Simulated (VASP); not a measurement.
A run of VASP 6.6.1 is set up as follows.

Contents of INCAR:

```
PREC = Accurate
ENCUT = 520
EDIFF = 1E-6
ISMEAR = 0
SIGMA = 0.1
LREAL = F
LASPH = T
NELM = 80
ALGO = Normal
ISIF = 2
LWAVE = F
LCHARG = T
GGA = PE
LELF = T
LVHAR = T
NBANDS = 51
```

File KPOINTS:

```
regular mesh
0
Gamma
  4 4 4
```

File POSCAR:

```
Ge
1.0
    3.0228118000     -6.3021435000      0.0000000000
    3.0228118000      6.3021435000      0.0000000000
    0.0000000000      0.0000000000      4.0643547000
Ge
6
Direct
    0.0112280000      0.4018930000      0.2500000000
    0.4018930000      0.0112280000      0.7500000000
    0.5981070000      0.9887720000      0.2500000000
    0.9887720000      0.5981070000      0.7500000000
    0.4443940000      0.5556060000      0.2500000000
    0.5556060000      0.4443940000      0.7500000000
```

Potentials or basis: VASP PAW PBE potentials, release 64 (Ge_d).

Launch:

```bash
$ cat potpaw_PBE.64/Ge_d/POTCAR > POTCAR
$ mpirun -np 1 vasp_std > vasp.out
```

Q: Estimate the pressure.

A: 0.0 GPa.

Q: Estimate the largest force.

A: 0.020 eV/Å.

Forces in eV/Å, atoms in the order of the input:
```
Ge  -0.005 -0.003  0.000
Ge  -0.005  0.003  0.000
Ge   0.005 -0.003  0.000
Ge   0.005  0.003  0.000
Ge   0.000 -0.020  0.000
Ge   0.000  0.020  0.000
```

Caveat: the k points lie up to 0.39 Å⁻¹ apart.
